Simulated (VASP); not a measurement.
A run of VASP 6.6.1:

The input INCAR:

```
SYSTEM = CsW3
ALGO = Normal
EDIFF = 1E-7
ENCUT = 520
GGA = PE
ISIF = 2
ISMEAR = 0
LASPH = .True.
LCHARG = .False.
LREAL = .False.
LWAVE = .False.
NBANDS = 34
NELM = 60
PREC = Accurate
SIGMA = 0.1
```

Contents of KPOINTS:

```
k-points
0
Gamma
  4 4 4
  0 0 0
```

Contents of POSCAR:

```
CsW3
1.0
   -2.7519214389      2.7519214389      2.7519214389
    2.7519214389     -2.7519214389      2.7519214389
    2.7519214389      2.7519214389     -2.7519214389
Cs W
1 3
Direct
    0.0000000000      0.0000000000      0.0000000000
    0.0000000000      0.5000000000      0.5000000000
    0.5000000000      0.0000000000      0.5000000000
    0.5000000000      0.5000000000      0.0000000000
```

Potentials or basis: VASP PAW PBE potentials, release 64 (Cs_sv, W_sv).

Command:

```bash
$ cat potpaw_PBE.64/Cs_sv/POTCAR potpaw_PBE.64/W_sv/POTCAR > POTCAR
$ mpirun -np 1 vasp_std > vasp.out
```

Hardware: 1 thread of Intel(R) Xeon(R) 6975P-C (Granite Rapids), with other jobs on the host.

**Question.** How long does it take, and how much memory?

**Answer.** Run time: 12 s on 1 thread of Intel(R) Xeon(R) 6975P-C (Granite Rapids) (shared host), peak memory 0.2 GiB. Counts: scf iterations 15, k points 8.
